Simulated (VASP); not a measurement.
# PtSe2 (P-3m1) in VASP: a series of runs

Runs on PtSe2. Level: r2SCAN. Tasks: single point.

Program: VASP 6.6.1. These are calculated values, not measurements. Logs are shortened: lines on timing, memory, paths and dates and some standing lists are left out, and cuts for length are marked.

### 1 The cell of the first run

The structure is trigonal, space group P-3m1 (No. 164). Conventional cell: a = 3.729 Å, b = 3.729 Å, c = 5.049 Å, α = 90.00°, β = 90.00°, γ = 120.00°. Within 3.3 Å of Pt (site symmetry -3m) lie 6 Se at 2.51 Å. Within 3.4 Å of Se (site symmetry 3m) lie 3 Pt at 2.51 Å and 6 Se at 3.28 to 3.36 Å.

### 2 Single point, r2SCAN

POSCAR

```
PtSe2
1.0
    3.7289014223      0.0000000000      0.0000000000
   -1.8644507112      3.2293233599      0.0000000000
    0.0000000000      0.0000000000      5.0487017110
Pt Se
1 2
Direct
    0.0000000000      0.0000000000      0.0000000000
    0.3333333333      0.6666666667      0.2554299078
    0.6666666667      0.3333333333      0.7445700922
```

INCAR.step1

```
PREC = Accurate
ENCUT = 520
ISMEAR = 0
SIGMA = 0.05
LREAL = F
LASPH = T
NELM = 100
NBANDS = 18
GGA = PE
ALGO = Normal
EDIFF = 1E-4
LWAVE = T
LCHARG = F
```

INCAR.step2

```
PREC = Accurate
ENCUT = 520
EDIFF = 1E-6
ISMEAR = 0
SIGMA = 0.05
LREAL = F
LASPH = T
NELM = 100
ALGO = Normal
ISIF = 2
LWAVE = F
LCHARG = F
METAGGA = R2SCAN
LMIXTAU = T
NBANDS = 18
ISTART = 1
```

KPOINTS

```
regular mesh
0
Gamma
  10 10 8
```

Potentials or basis: VASP PAW PBE potentials, release 64 (Pt, Se).

Launch:

```sh
cat potpaw_PBE.64/Pt/POTCAR potpaw_PBE.64/Se/POTCAR > POTCAR
cp INCAR.step1 INCAR
mpirun -np 1 vasp_std > vasp.out
cp INCAR.step2 INCAR
mpirun -np 1 vasp_std > vasp.out
```

OUTCAR:

```text
PREC = Accurate
   ENCUT = 520
   EDIFF = 1E-6
   ISMEAR = 0
   LREAL = F
   LASPH = T
   NELM = 100
   ISIF = 2
   METAGGA = R2SCAN
   ISTART = 1

 ion  position               nearest neighbor table
   1  0.000  0.000  0.000-   2 2.51   3 2.51   3 2.51   2 2.51   3 2.51   2 2.51
   2  0.333  0.667  0.255-   1 2.51   1 2.51   1 2.51
   3  0.667  0.333  0.745-   1 2.51   1 2.51   1 2.51

  LATTYP: Found a hexagonal cell.
 ALAT       =     3.7289014223
 C/A-ratio  =     1.3539381011

  Lattice vectors:

 A1 = (   3.7289014223,   0.0000000000,   0.0000000000)
 A2 = (  -1.8644507112,   3.2293233599,   0.0000000000)
 A3 = (   0.0000000000,   0.0000000000,   5.0487017110)

Analysis of symmetry for initial positions (statically):
=====================================================================
 Subroutine PRICEL returns:
 Original cell was already a primitive cell.

 Routine SETGRP: Setting up the symmetry group for a
 hexagonal supercell.

 Subroutine GETGRP returns: Found 12 space group operations
 (whereof 12 operations were pure point group operations)
 out of a pool of 24 trial point group operations.

The static configuration has the point symmetry D_3d.

Analysis of symmetry for dynamics (positions and initial velocities):
=====================================================================
 Subroutine PRICEL returns:
 Original cell was already a primitive cell.

 Routine SETGRP: Setting up the symmetry group for a
 hexagonal supercell.

 Subroutine GETGRP returns: Found 12 space group operations
 (whereof 12 operations were pure point group operations)
 out of a pool of 24 trial point group operations.

The dynamic configuration has the point symmetry D_3d.

 Subroutine INISYM returns: Found 12 space group operations
 (whereof 12 operations are pure point group operations),
 and found     1 'primitive' translations

----------------------------------------------------------------------------------------

                                     Primitive cell

  volume of cell :      60.7956

  direct lattice vectors                    reciprocal lattice vectors
     3.728901422  0.000000000  0.000000000     0.268175499  0.154831197  0.000000000
    -1.864450711  3.229323360  0.000000000     0.000000000  0.309662393  0.000000000
     0.000000000  0.000000000  5.048701711     0.000000000  0.000000000  0.198070723

  length of vectors
     3.728901422  3.728901422  5.048701711     0.309662393  0.309662393  0.198070723

  position of ions in fractional coordinates (direct lattice)
     0.000000000  0.000000000  0.000000000
     0.333333333  0.666666667  0.255429908
     0.666666667  0.333333333  0.744570092

  ion indices of the primitive-cell ions
   primitive index   ion index
                 1           1
                 2           2
                 3           3

----------------------------------------------------------------------------------------

 KPOINTS: regular mesh

Automatic generation of k-mesh.
 Grid dimensions read from file:
 generate k-points for:   10   10    8

 Generating k-lattice:

  Cartesian coordinates                     Fractional coordinates (reciprocal lattice)
     0.026817550  0.015483120  0.000000000     0.100000000  0.000000000  0.000000000
     0.000000000  0.030966239  0.000000000     0.000000000  0.100000000  0.000000000
     0.000000000  0.000000000  0.024758840     0.000000000  0.000000000  0.125000000

  Length of vectors
     0.030966239  0.030966239  0.024758840

  Shift w.r.t. Gamma in fractional coordinates (k-lattice)
     0.000000000  0.000000000  0.000000000

 Subroutine IBZKPT returns following result:
 ===========================================

 Found     94 irreducible k-points:

 Following reciprocal coordinates:
            Coordinates               Weight
  0.000000  0.000000  0.000000      1.000000
  0.100000  0.000000  0.000000      6.000000
  0.200000  0.000000  0.000000      6.000000
  0.300000  0.000000  0.000000      6.000000
  0.400000  0.000000  0.000000      6.000000
  0.500000  0.000000  0.000000      3.000000
[... 16 lines left out ...]
  0.000000  0.400000  0.125000      6.000000
  0.500000  0.000000  0.125000      6.000000
 [... further k-points ...]
   k-points           NKPTS =     94   k-points in BZ     NKDIM =     94   number of bands    NBANDS=     18
   number of dos      NEDOS =    301   number of ions     NIONS =      3
   total plane-waves  NPLWV =  31360
   dimension x,y,z NGX =    28 NGY =   28 NGZ =   40
   dimension x,y,z NGXF=    56 NGYF=   56 NGZF=   80
   ions per type =               1   2
   NGX,Y,Z   is equivalent  to a cutoff of  12.48, 12.48, 13.17 a.u.
   NGXF,Y,Z  is equivalent  to a cutoff of  24.97, 24.97, 26.34 a.u.
 SYSTEM =  unknown system
   PREC   = accura    normal or accurate (medium, high low for compatibility)
   ISTART =      1    job   : 0-new  1-cont  2-samecut
   ICHARG =      0    charge: 1-file 2-atom 10-const
   ISPIN  =      1    spin polarized calculation?
   LNONCOLLINEAR =      F non collinear calculations
   LSORBIT =      F    spin-orbit coupling
   LASPH  =      T    aspherical Exc in radial PAW
   ENCUT  =  520.0 eV  38.22 Ry    6.18 a.u.   6.93  6.93  9.39*2*pi/ulx,y,z
   NELM   =    100;   NELMIN=  2; NELMDL=  0     # of ELM steps
   EDIFF  = 0.1E-05   stopping-criterion for ELM
   LREAL  =      F    real-space projection
   EDIFFG = 0.1E-04   stopping-criterion for IOM
   NSW    =      0    number of steps for IOM
   IBRION =     -1    ionic relax: 0-MD 1-quasi-New 2-CG
   NFREE  =      0    steps in history (QN), initial steepest desc. (CG)
   ISIF   =      2    stress and relaxation
   ISYM   =      2    0-nonsym 1-usesym 2-fastsym
   POTIM  = 0.5000    time-step for ionic-motion
   TEBEG  =    0.0;   TEEND  =   0.0 temperature during run
   PSTRESS=    0.0 pullay stress
   NELECT =      22.0000    total number of electrons
   NUPDOWN=      -1.0000    fix difference up-down
   EMIN   =  10.00;   EMAX   =-10.00  energy-range for DOS
   EFERMI =   0.00;   METHOD = LEGACY
   ISMEAR =     0;   SIGMA  =   0.05  broadening in eV -4-tet -1-fermi 0-gaus
   EFERMI_NEDOS =   21; number of points for ismear=-14 and -15
   IALGO  =     38    algorithm
   IMIX   =      4    mixing-type and parameters
     AMIX     =   0.40;   BMIX     =  1.00
     AMIX_MAG =   1.60;   BMIX_MAG =  1.00
  volume/ion in A,a.u.               =      20.27       136.76
  Fermi-wavevector in a.u.,A,eV,Ry     =   1.166608  2.204570 18.517183  1.360975
  Thomas-Fermi vector in A             =   2.303119
   LORBIT       =      0    0 simple, 1 ext, 2 COOP (PROOUT), +10 PAW based schemes
   METAGGA = R2SCAN    functional components
   LHFCALC =     F    Hartree Fock is set to
   AEXX    =    0.0000 exact exchange contribution
   IVDW    =     0    specifies the selected vdW correction
   LEPSILON=     F    determine dielectric tensor
   LRPA    =     F    only Hartree local field effects (RPA)
 non-spin polarized calculation
 Gauss-broadening in eV      SIGMA  =   0.05
  energy-cutoff  :      520.00
  volume of cell :       60.80
 maximum number of plane-waves:      1660
   NGX = 13   NGY = 13   NGZ = 19

 number of electron      21.9999999 magnetization

 Free energy of the ion-electron system (eV)
  ---------------------------------------------------
  ext. energy  EPLUGINS =         0.00000000
  ---------------------------------------------------
  free energy    TOTEN  =       -81.43539530 eV

  energy without entropy =      -81.43479776  energy(sigma->0) =      -81.43509653

 E-fermi :   6.3759     XC(G=0): -11.2897

 val. band max:        6.3220884639   @ k =   0.1000   0.0000   0.0000
 cond. band min:       6.3849873594   @ k =   0.0000   0.0000   0.1250
 fundamental gap:      0.0628988955
 Fermi energy:         6.3758720601

 k-point     1 :       0.0000    0.0000    0.0000
  band No.  band energies     occupation
      1      -9.9472      2.00000
      2      -7.0347      2.00000
      3      -1.1447      2.00000
      4      -0.3069      2.00000
      5      -0.3069      2.00000
      6       2.1361      2.00000
[... 10 lines left out ...]
     17      14.0655      0.00000
     18      18.9033      0.00000

 k-point     2 :       0.1000    0.0000    0.0000
  band No.  band energies     occupation
      1      -9.8318      2.00000
      2      -7.0866      2.00000
      3      -1.0053      2.00000
      4      -0.2329      2.00000
      5      -0.2218      2.00000
      6       1.9890      2.00000
[... 10 lines left out ...]
     17      14.4279      0.00000
     18      17.1136      0.00000

 k-point     3 :       0.2000    0.0000    0.0000
  band No.  band energies     occupation
      1      -9.5028      2.00000
      2      -7.2266      2.00000
      3      -0.6213      2.00000
      4      -0.0374      2.00000
      5       0.0291      2.00000
      6       1.3912      2.00000
[... 10 lines left out ...]
     17      15.1194      0.00000
     18      15.4941      0.00000

 k-point     4 :       0.3000    0.0000    0.0000
  band No.  band energies     occupation
      1      -9.0162      2.00000
      2      -7.4235      2.00000
      3      -0.2743      2.00000
      4       0.1895      2.00000
      5       0.2998      2.00000
      6       0.7276      2.00000
[... 10 lines left out ...]
     17      14.8339      0.00000
     18      15.3079      0.00000

 k-point     5 :       0.4000    0.0000    0.0000
  band No.  band energies     occupation
      1      -8.4764      2.00000
      2      -7.6672      2.00000
      3      -0.8754      2.00000
      4       0.3249      2.00000
      5       0.5801      2.00000
      6       1.3876      2.00000
[... 10 lines left out ...]
     17      14.2891      0.00000
     18      16.8626      0.00000

 k-point     6 :       0.5000    0.0000    0.0000
  band No.  band energies     occupation
      1      -8.0586      2.00000
      2      -7.9518      2.00000
      3      -1.2196      2.00000
      4       0.3568      2.00000
      5       0.8023      2.00000
      6       2.0308      2.00000
[... 10 lines left out ...]
     17      14.0826      0.00000
     18      18.2233      0.00000

 k-point     7 :       0.1000    0.1000    0.0000
  band No.  band energies     occupation
      1      -9.6095      2.00000
      2      -7.1817      2.00000
      3      -0.7410      2.00000
      4      -0.0922      2.00000
      5      -0.0634      2.00000
      6       1.7424      2.00000
[... 10 lines left out ...]
     17      15.1610      0.00000
     18      15.7370      0.00000

 k-point     8 :       0.2000    0.1000    0.0000
  band No.  band energies     occupation
      1      -9.2009      2.00000
      2      -7.3446      2.00000
      3      -0.3007      2.00000
      4       0.1023      2.00000
      5       0.2343      2.00000
      6       0.9459      2.00000
[... 10 lines left out ...]
     17      14.7230      0.00000
     18      15.7490      0.00000
[... 229 lines left out ...]
     17      15.3375      0.00000
     18      15.7514      0.00000

 k-point    20 :       0.3000    0.0000    0.1250
  band No.  band energies     occupation
      1      -8.9395      2.00000
      2      -7.5456      2.00000
      3      -0.0804      2.00000
      4       0.1652      2.00000
      5       0.2350      2.00000
      6       0.9326      2.00000
[... 10 lines left out ...]
     17      14.7446      0.00000
     18      15.5608      0.00000

 k-point    21 :       0.0000    0.3000    0.1250
  band No.  band energies     occupation
      1      -8.9924      2.00000
      2      -7.4336      2.00000
      3      -0.6490      2.00000
      4       0.1230      2.00000
      5       0.2716      2.00000
      6       0.9054      2.00000
[... 10 lines left out ...]
     17      15.3263      0.00000
     18      15.9019      0.00000

 k-point    22 :       0.4000    0.0000    0.1250
  band No.  band energies     occupation
      1      -8.3815      2.00000
      2      -7.7817      2.00000
      3      -0.8055      2.00000
      4       0.3328      2.00000
      5       0.8301      2.00000
      6       1.1329      2.00000
[... 10 lines left out ...]
     17      14.5193      0.00000
     18      16.6788      0.00000

 k-point    23 :       0.0000    0.4000    0.1250
  band No.  band energies     occupation
      1      -8.5036      2.00000
      2      -7.6013      2.00000
      3      -1.0643      2.00000
      4       0.2159      2.00000
      5       0.2534      2.00000
      6       1.6196      2.00000
[... 10 lines left out ...]
     17      15.0920      0.00000
     18      16.8113      0.00000

 k-point    24 :       0.5000    0.0000    0.1250
  band No.  band energies     occupation
      1      -8.1021      2.00000
      2      -7.8899      2.00000
      3      -1.2637      2.00000
      4       0.3157      2.00000
      5       0.6518      2.00000
      6       1.8771      2.00000
[... 10 lines left out ...]
     17      14.6524      0.00000
     18      17.5591      0.00000

 [... further k-points ...]

------------------------ aborting loop because EDIFF is reached ----------------------------------------

  FORCE on cell =-STRESS in cart. coord.  units (eV):
  Direction    XX          YY          ZZ          XY          YZ          ZX
  --------------------------------------------------------------------------------------
  -------------------------------------------------------------------------------------
  Total        1.2137798      1.2137798      1.1078807     -0.0000000      0.0000000     -0.0000000
  in kB       31.9873564     31.9873564     29.1965424     -0.0000000      0.0000000     -0.0000000
  external PRESSURE =      31.0570851 kB  Pullay stress =       0.0000000 kB

 VOLUME and BASIS-vectors are now :
 -----------------------------------------------------------------------------
  energy-cutoff  :      520.00
  volume of cell :       60.80
      direct lattice vectors                 reciprocal lattice vectors
     3.728901422  0.000000000  0.000000000     0.268175499  0.154831197  0.000000000
    -1.864450711  3.229323360  0.000000000     0.000000000  0.309662393  0.000000000
     0.000000000  0.000000000  5.048701711     0.000000000  0.000000000  0.198070723

 POSITION                                       TOTAL-FORCE (eV/Angst)
 -----------------------------------------------------------------------------------
      0.00000      0.00000      0.00000        -0.000000     -0.000000      0.000000
     -0.00000      2.15288      1.28959         0.000000     -0.000000      0.021179
      1.86445      1.07644      3.75911        -0.000000      0.000000     -0.021179
 -----------------------------------------------------------------------------------
    total drift:                               -0.000000     -0.000000      0.000000

  FREE ENERGIE OF THE ION-ELECTRON SYSTEM (eV)
  ---------------------------------------------------
  free  energy   TOTEN  =       -81.4353953014 eV

  energy  without entropy=      -81.4347977566  energy(sigma->0) =      -81.43509653
```

It took 4.5 min on 1 thread of Intel Xeon Platinum 8488C (Sapphire Rapids), shared host; peak memory 0.25 GiB.

What came out:

* Free energy: -81.4354 eV
* Pressure: 3.1 GPa
* Largest force: 0.021 eV/Å
* Band gap on the k mesh: zero (bands 11 and 12 overlap by 0.46 eV)

Forces on the atoms (eV/Å):
```
Pt   0.000  0.000  0.000
Se   0.000  0.000  0.021
Se   0.000  0.000 -0.021
```

Stress tensor (GPa, compression positive):
```
3.20 0.00 0.00
0.00 3.20 0.00
0.00 0.00 2.92
```

Levels at points of the mesh, in eV from the Fermi level:
```tsv
k point	band 7	band 8	band 9	band 10	band 11	band 12	band 13	band 14	band 15	band 16
(0.00, 0.00, 0.00)	-4.24	-2.84	-1.20	-1.20	0.39	1.34	1.34	3.95	4.65	7.69
(0.50, 0.00, 0.00)	-3.99	-3.74	-3.73	-3.63	-3.16	0.63	2.35	5.07	6.29	7.36
(0.00, 0.00, 0.50)	-4.27	-3.12	-1.85	-1.70	-1.70	2.29	2.29	5.22	6.75	7.11
(0.50, 0.00, 0.50)	-3.77	-3.74	-3.44	-2.94	-1.48	0.87	1.58	4.81	5.13	7.61
```

Caveat: the cell stands under pressure; the PAW data sets were made with another functional, which shifts forces and pressure a little; spin-orbit coupling is left out, which moves the levels of the heavy elements.

[end of part 1 of 2]

The gap in the log of VASP goes by the Fermi energy; the results here count the filled bands.